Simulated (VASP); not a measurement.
Mn:

```
CELL_PARAMETERS angstrom
2.06884 -4.06438 0.00000
2.06884 4.06438 0.00000
0.00000 0.00000 2.59990
ATOMIC_POSITIONS crystal
Mn 0.61843 0.38157 0.52393
Mn 0.11843 0.88157 0.97607
Mn 0.38157 0.61843 0.47607
Mn 0.88157 0.11843 0.02393
```

```yaml
Program: VASP 6.6.1
Task: relaxation of cell and atoms
Functional: PBEsol
Potentials_or_basis: VASP PAW PBE potentials, release 64 (Mn_pv)
Cutoff: 600 eV
k_mesh: 6 × 6 × 6
Occupations: gaussian, width 0.1 eV
Spin: no spin polarisation
```

At the start: pressure 1.7 GPa; volume 10.93 Å³/atom.

Q: Where does the relaxation end?

A: Over 11 steps the energy falls by 6.6 meV/atom and the volume is 10.90 Å³/atom (-0.3 %); space group Cmce (No. 64, to 0.1 Å) before and after.

The path:
| step | energy change (eV) | largest force (eV/Å) | pressure (GPa) | volume (Å³) |
| --- | --- | --- | --- | --- |
| 1 | 0.0000 | 0.4835 | 1.65 | 43.72 |
| 2 | 0.0115 | 0.3544 | -6.47 | 44.43 |
| 3 | -0.0152 | 0.0907 | -2.02 | 44.01 |
| 4 | -0.0215 | 0.0787 | 0.94 | 43.39 |
| 5 | -0.0217 | 0.0774 | 0.56 | 43.48 |
| 6 | -0.0231 | 0.0688 | 0.02 | 43.58 |
| 7 | -0.0232 | 0.0684 | -0.32 | 43.61 |
| 8 | -0.0243 | 0.0416 | 0.08 | 43.55 |
| 9 | -0.0247 | 0.0522 | 0.66 | 43.49 |
| 10 | -0.0254 | 0.0390 | 0.60 | 43.51 |
| 11 | -0.0265 | 0.0154 | 0.04 | 43.59 |

Final structure:
```
Mn
1.0
     2.08513   -4.07859    0.00000
     2.08513    4.07859    0.00000
     0.00000    0.00000    2.56295
Mn
4
Direct
  0.61986 0.38014 0.51112
  0.11986 0.88014 0.98888
  0.38014 0.61986 0.48888
  0.88014 0.11986 0.01112
```

Caveat: the k points lie up to 0.41 Å⁻¹ apart in the final cell, too coarse for converged energies and pressures of a metal; atoms lie so close that the PAW spheres overlap strongly, which falsifies energies and pressures; the PAW data sets were made with another functional, which shifts forces and pressure a little; the run has no spin polarisation, though such a crystal can be magnetic.
